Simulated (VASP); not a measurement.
# P (P6_3/mmc) in VASP: further runs

Runs on P. Level: BLYP. Tasks: single point, relaxation of cell and atoms.

All numbers are computed with VASP 6.6.1; they aren't measurements. Logs are shortened: lines on timing, memory, paths and dates and some standing lists are left out, and cuts for length are marked.

## (1) The cell of the first run

The structure is hexagonal, space group P6_3/mmc (No. 194). Conventional cell: a = 3.493 Å, b = 3.493 Å, c = 3.374 Å, α = 90.00°, β = 90.00°, γ = 120.00°. Within 3.5 Å of P (site symmetry -6m2) lie 14 P at 2.63 to 3.49 Å.

## (2) Single point, BLYP (volume scaled by 1.04)

Input file INCAR:

```
  PREC = Accurate
  ENCUT = 520
  EDIFF = 1E-6
  ISMEAR = -1
  SIGMA = 0.1
  LREAL = F
  LASPH = T
  NELM = 60
  ALGO = Normal
  ISIF = 2
  LWAVE = F
  LCHARG = F
  GGA = B5
  ALDAX = 1.0
  AGGAX = 1.0
  AGGAC = 1.0
  ALDAC = 0.0
  NBANDS = 12
```

Input file KPOINTS:

```
regular mesh
0
Gamma
  12 12 11
```

Input file POSCAR:

```
P
1.0
    3.4929859973      0.0000000000      0.0000000000
   -1.7464929987      3.0250146088      0.0000000000
    0.0000000000      0.0000000000      3.3736705380
P
2
Direct
    0.3333333333      0.6666666667      0.2500000000
    0.6666666667      0.3333333333      0.7500000000
```

Potentials or basis: VASP PAW PBE potentials, release 64 (P).

On the command line:

```sh
$ cat potpaw_PBE.64/P/POTCAR > POTCAR
$ mpirun -np 1 vasp_std > vasp.out
```

OUTCAR:

```text
PREC = Accurate
   ENCUT = 520
   EDIFF = 1E-6
   ISMEAR = -1
   LREAL = F
   LASPH = T
   NELM = 60
   ISIF = 2
   GGA = B5

 ion  position               nearest neighbor table
   1  0.333  0.667  0.250-   2 2.63   2 2.63   2 2.63   2 2.63   2 2.63   2 2.63
   2  0.667  0.333  0.750-   1 2.63   1 2.63   1 2.63   1 2.63   1 2.63   1 2.63

  LATTYP: Found a hexagonal cell.
 ALAT       =     3.4929859973
 C/A-ratio  =     0.9658414149

  Lattice vectors:

 A1 = (   3.4929859973,   0.0000000000,   0.0000000000)
 A2 = (  -1.7464929987,   3.0250146088,   0.0000000000)
 A3 = (   0.0000000000,   0.0000000000,   3.3736705380)

Analysis of symmetry for initial positions (statically):
=====================================================================
 Subroutine PRICEL returns:
 Original cell was already a primitive cell.

 Routine SETGRP: Setting up the symmetry group for a
 hexagonal supercell.

 Subroutine GETGRP returns: Found 24 space group operations
 (whereof 12 operations were pure point group operations)
 out of a pool of 24 trial point group operations.

The static configuration has the point symmetry D_3d.
 The point group associated with its full space group is D_6h.

Analysis of symmetry for dynamics (positions and initial velocities):
=====================================================================
 Subroutine PRICEL returns:
 Original cell was already a primitive cell.

 Routine SETGRP: Setting up the symmetry group for a
 hexagonal supercell.

 Subroutine GETGRP returns: Found 24 space group operations
 (whereof 12 operations were pure point group operations)
 out of a pool of 24 trial point group operations.

The dynamic configuration has the point symmetry D_3d.
 The point group associated with its full space group is D_6h.

 Subroutine INISYM returns: Found 24 space group operations
 (whereof 12 operations are pure point group operations),
 and found     1 'primitive' translations

----------------------------------------------------------------------------------------

                                     Primitive cell

  volume of cell :      35.6473

  direct lattice vectors                    reciprocal lattice vectors
     3.492985997  0.000000000  0.000000000     0.286288007  0.165288458  0.000000000
    -1.746492999  3.025014609  0.000000000     0.000000000  0.330576916  0.000000000
     0.000000000  0.000000000  3.373670538     0.000000000  0.000000000  0.296413058

  length of vectors
     3.492985997  3.492985997  3.373670538     0.330576916  0.330576916  0.296413058

  position of ions in fractional coordinates (direct lattice)
     0.333333333  0.666666667  0.250000000
     0.666666667  0.333333333  0.750000000

  ion indices of the primitive-cell ions
   primitive index   ion index
                 1           1
                 2           2

----------------------------------------------------------------------------------------

 KPOINTS: regular mesh

Automatic generation of k-mesh.
 Grid dimensions read from file:
 generate k-points for:   12   12   11

 Generating k-lattice:

  Cartesian coordinates                     Fractional coordinates (reciprocal lattice)
     0.023857334  0.013774038  0.000000000     0.083333333  0.000000000  0.000000000
     0.000000000  0.027548076  0.000000000     0.000000000  0.083333333  0.000000000
     0.000000000  0.000000000  0.026946642     0.000000000  0.000000000  0.090909091

  Length of vectors
     0.027548076  0.027548076  0.026946642

  Shift w.r.t. Gamma in fractional coordinates (k-lattice)
     0.000000000  0.000000000  0.000000000

 Subroutine IBZKPT returns following result:
 ===========================================

 Found    114 irreducible k-points:

 Following reciprocal coordinates:
            Coordinates               Weight
  0.000000  0.000000  0.000000      1.000000
  0.083333  0.000000  0.000000      6.000000
  0.166667  0.000000  0.000000      6.000000
  0.250000 -0.000000  0.000000      6.000000
  0.333333  0.000000  0.000000      6.000000
  0.416667  0.000000  0.000000      6.000000
[... 16 lines left out ...]
  0.250000 -0.000000  0.090909     12.000000
  0.333333  0.000000  0.090909     12.000000
 [... further k-points ...]
   k-points           NKPTS =    114   k-points in BZ     NKDIM =    114   number of bands    NBANDS=     12
   number of dos      NEDOS =    301   number of ions     NIONS =      2
   total plane-waves  NPLWV =  21952
   dimension x,y,z NGX =    28 NGY =   28 NGZ =   28
   dimension x,y,z NGXF=    56 NGYF=   56 NGZF=   56
   ions per type =               2
   NGX,Y,Z   is equivalent  to a cutoff of  13.33, 13.33, 13.80 a.u.
   NGXF,Y,Z  is equivalent  to a cutoff of  26.65, 26.65, 27.60 a.u.
 SYSTEM =  unknown system
   PREC   = accura    normal or accurate (medium, high low for compatibility)
   ISTART =      0    job   : 0-new  1-cont  2-samecut
   ICHARG =      2    charge: 1-file 2-atom 10-const
   ISPIN  =      1    spin polarized calculation?
   LNONCOLLINEAR =      F non collinear calculations
   LSORBIT =      F    spin-orbit coupling
   LASPH  =      T    aspherical Exc in radial PAW
   ENCUT  =  520.0 eV  38.22 Ry    6.18 a.u.   6.49  6.49  6.27*2*pi/ulx,y,z
   NELM   =     60;   NELMIN=  2; NELMDL= -5     # of ELM steps
   EDIFF  = 0.1E-05   stopping-criterion for ELM
   LREAL  =      F    real-space projection
   EDIFFG = 0.1E-04   stopping-criterion for IOM
   NSW    =      0    number of steps for IOM
   IBRION =     -1    ionic relax: 0-MD 1-quasi-New 2-CG
   NFREE  =      0    steps in history (QN), initial steepest desc. (CG)
   ISIF   =      2    stress and relaxation
   ISYM   =      2    0-nonsym 1-usesym 2-fastsym
   POTIM  = 0.5000    time-step for ionic-motion
   TEBEG  =    0.0;   TEEND  =   0.0 temperature during run
   PSTRESS=    0.0 pullay stress
   NELECT =      10.0000    total number of electrons
   NUPDOWN=      -1.0000    fix difference up-down
   EMIN   =  10.00;   EMAX   =-10.00  energy-range for DOS
   EFERMI =   0.00;   METHOD = LEGACY
   ISMEAR =    -1;   SIGMA  =   0.10  broadening in eV -4-tet -1-fermi 0-gaus
   EFERMI_NEDOS =   21; number of points for ismear=-14 and -15
   IALGO  =     38    algorithm
   IMIX   =      4    mixing-type and parameters
     AMIX     =   0.40;   BMIX     =  1.00
     AMIX_MAG =   1.60;   BMIX_MAG =  1.00
  volume/ion in A,a.u.               =      17.82       120.28
  Fermi-wavevector in a.u.,A,eV,Ry     =   1.071682  2.025185 15.626315  1.148502
  Thomas-Fermi vector in A             =   2.207429
   LORBIT       =      0    0 simple, 1 ext, 2 COOP (PROOUT), +10 PAW based schemes
   GGA     = B5    functional components
   LHFCALC =     F    Hartree Fock is set to
   AEXX    =    0.0000 exact exchange contribution
   IVDW    =     0    specifies the selected vdW correction
   LEPSILON=     F    determine dielectric tensor
   LRPA    =     F    only Hartree local field effects (RPA)
 non-spin polarized calculation
  energy-cutoff  :      520.00
  volume of cell :       35.65
 maximum number of plane-waves:       984
 NGX is ok and might be reduce to    28
   NGX = 13   NGY = 13   NGZ = 13

 number of electron      10.0000000 magnetization

 number of electron       9.9999999 magnetization

 Free energy of the ion-electron system (eV)
  ---------------------------------------------------
  ext. energy  EPLUGINS =         0.00000000
  ---------------------------------------------------
  free energy    TOTEN  =        -8.10855271 eV

  energy without entropy =       -8.07872827  energy(sigma->0) =       -8.09364049

 E-fermi :   7.4361     XC(G=0):  -9.7201

 val. band max:        7.4251253276   @ k =   0.5000  -0.0000   0.0909
 cond. band min:       7.4649841457   @ k =   0.5000  -0.0000   0.1818
 fundamental gap:      0.0398588182
 Fermi energy:         7.4360692554

 k-point     1 :       0.0000    0.0000    0.0000
  band No.  band energies     occupation
      1      -7.1642      2.00000
      2       2.8699      2.00000
      3       4.2651      2.00000
      4       5.8161      2.00000
      5       5.8161      2.00000
      6       9.5576      0.00000
      7       9.5576      0.00000
      8      11.2008      0.00000
      9      13.8764      0.00000
     10      16.2479      0.00000
     11      18.7389      0.00000
     12      18.7470      0.00000

 k-point     2 :       0.0833    0.0000    0.0000
  band No.  band energies     occupation
      1      -7.0691      2.00000
      2       2.5154      2.00000
      3       4.3513      2.00000
      4       5.6115      2.00000
      5       5.7634      2.00000
      6       9.4570      0.00000
      7       9.8659      0.00000
      8      11.5833      0.00000
      9      13.4536      0.00000
     10      16.4393      0.00000
     11      18.6106      0.00000
     12      18.6213      0.00000

 k-point     3 :       0.1667    0.0000    0.0000
  band No.  band energies     occupation
      1      -6.7865      2.00000
      2       1.5845      2.00000
      3       4.6069      2.00000
      4       5.1630      2.00000
      5       5.7114      2.00000
      6       9.1967      0.00000
      7      10.5954      0.00000
      8      12.4694      0.00000
      9      12.5854      0.00000
     10      16.1393      0.00000
     11      18.1599      0.00000
     12      18.4726      0.00000
[... 286 lines left out ...]
 k-point    23 :       0.2500   -0.0000    0.0909
  band No.  band energies     occupation
      1      -6.2275      2.00000
      2       0.3285      2.00000
      3       3.9468      2.00000
      4       4.7854      2.00000
      5       6.6579      1.99917
      6       9.0834      0.00000
      7      10.9490      0.00000
      8      11.2616      0.00000
      9      13.8481      0.00000
     10      15.9209      0.00000
     11      16.7234      0.00000
     12      18.9957      0.00000

 k-point    24 :       0.3333    0.0000    0.0909
  band No.  band energies     occupation
      1      -5.6128      2.00000
      2      -0.8536      2.00000
      3       4.2523      2.00000
      4       4.4094      2.00000
      5       6.6397      1.99930
      6       8.7479      0.00000
      7      10.3859      0.00000
      8      11.7875      0.00000
      9      13.5488      0.00000
     10      16.9417      0.00000
     11      16.9995      0.00000
     12      18.4947      0.00000

 [... further k-points ...]

------------------------ aborting loop because EDIFF is reached ----------------------------------------

  FORCE on cell =-STRESS in cart. coord.  units (eV):
  Direction    XX          YY          ZZ          XY          YZ          ZX
  --------------------------------------------------------------------------------------
  -------------------------------------------------------------------------------------
  Total       -0.4391643     -0.4391643     -0.8459707      0.0000000      0.0000000      0.0000000
  in kB      -19.7383412    -19.7383412    -38.0223454      0.0000000      0.0000000      0.0000000
  external PRESSURE =     -25.8330093 kB  Pullay stress =       0.0000000 kB

 VOLUME and BASIS-vectors are now :
 -----------------------------------------------------------------------------
  energy-cutoff  :      520.00
  volume of cell :       35.65
      direct lattice vectors                 reciprocal lattice vectors
     3.492985997  0.000000000  0.000000000     0.286288007  0.165288458  0.000000000
    -1.746492999  3.025014609  0.000000000     0.000000000  0.330576916  0.000000000
     0.000000000  0.000000000  3.373670538     0.000000000  0.000000000  0.296413058

 POSITION                                       TOTAL-FORCE (eV/Angst)
 -----------------------------------------------------------------------------------
     -0.00000      2.01668      0.84342        -0.000000     -0.000000      0.000000
      1.74649      1.00834      2.53025         0.000000      0.000000      0.000000
 -----------------------------------------------------------------------------------
    total drift:                               -0.000000      0.000000      0.000000

  FREE ENERGIE OF THE ION-ELECTRON SYSTEM (eV)
  ---------------------------------------------------
  free  energy   TOTEN  =        -8.1085527085 eV

  energy  without entropy=       -8.0787282729  energy(sigma->0) =       -8.09364049
```

Wall time 35 s (1 thread of Intel Xeon 6975P-C, shared host); peak memory 0.17 GiB.

Results:

```yaml
Free_energy: -8.1086 eV
Pressure: -2.6 GPa
Band_gap_on_the_k_mesh: zero (band 5 reaches 8.54 eV, above the bottom of band 6 at 5.03 eV)
```

Stress tensor (GPa, compression positive):
```
-1.97  0.00  0.00
 0.00 -1.97  0.00
 0.00  0.00 -3.80
```

Caveat: the PAW data sets were made with another functional, which shifts forces and pressure a little.

(Continued in part 2 of 2.)
